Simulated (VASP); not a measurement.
PbS:

```
Pb S
1.0
     4.02146    0.00000    0.00000
    -2.01073    3.48268    0.00000
     0.00000    0.00000    3.92474
Pb S
1 1
Direct
  0.00000 0.00000 0.00000
  0.66667 0.33333 0.50000
```

* Program: VASP 6.6.1
* Task: relaxation of cell and atoms
* Functional: PBE
* Potentials or basis: VASP PAW PBE potentials, release 64 (Pb_d, S)
* Cutoff: 600 eV
* k mesh: 6 × 6 × 6
* Occupations: gaussian, width 0.05 eV
* Spin: no spin polarisation

At the start: pressure -0.9 GPa; volume 27.48 Å³/atom.

Where does the relaxation end?

Over 5 steps the energy falls by 10.2 meV/atom and the volume is 27.31 Å³/atom (-0.6 %); space group P-6m2 (No. 187, to 0.05 Å).

Step by step:
```
step  energy change (eV)  largest force (eV/Å)  pressure (GPa)  volume (Å³)
   1              0.0000                0.0000           -0.94        54.97
   2             -0.0165                0.0000            0.69        53.68
   3             -0.0165                0.0000            0.74        53.64
   4             -0.0202                0.0000            0.16        54.38
   5             -0.0204                0.0000           -0.03        54.62
```

Final structure:
```xyz
2
Lattice="4.0769 0.0000 0.0000 -2.0385 3.5307 0.0000 0.0000 0.0000 3.7944" Properties=species:S:1:pos:R:3 pbc="T T T"
Pb    0.0000    0.0000    3.7944
S     2.0385    1.1769    1.8972
```
